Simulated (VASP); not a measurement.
Ca, 1 atom in the cell. The structure is cubic, space group Pm-3m (No. 221). Conventional cell: a = 3.499 Å, b = 3.499 Å, c = 3.499 Å, α = 90.00°, β = 90.00°, γ = 90.00°. Within 4.6 Å of Ca (site symmetry m-3m) lie 6 Ca at 3.50 Å. This isn't the form of Ca at room conditions, which is fcc.

* Program: VASP 6.6.1
* Task: single point
* Functional: LDA
* Potentials or basis: VASP PAW LDA potentials, release 64 (Ca_sv)
* Cutoff: 520 eV
* k mesh: 11 × 11 × 11
* Occupations: fermi-dirac, width 0.1 eV
* Spin: no spin polarisation
* Dipole correction: no
* Further INCAR settings: ALGO = Normal; EDIFF = 1e-07; NBANDS = 11

Potentials or basis: VASP PAW LDA potentials, release 64 (Ca_sv).

The run is started by

```bash
$ cat potpaw_LDA.64/Ca_sv/POTCAR > POTCAR
$ mpirun -np 1 vasp_std > vasp.out
```

Hardware: 1 thread of Intel Xeon 8259CL, on a shared host.

**Question.** Estimate the wall time of this run.

**Answer.** Run time: 29 s on 1 thread of Intel Xeon 8259CL, with other jobs on the host, peak memory 0.15 GiB. Counts: scf iterations 12, k points 56.
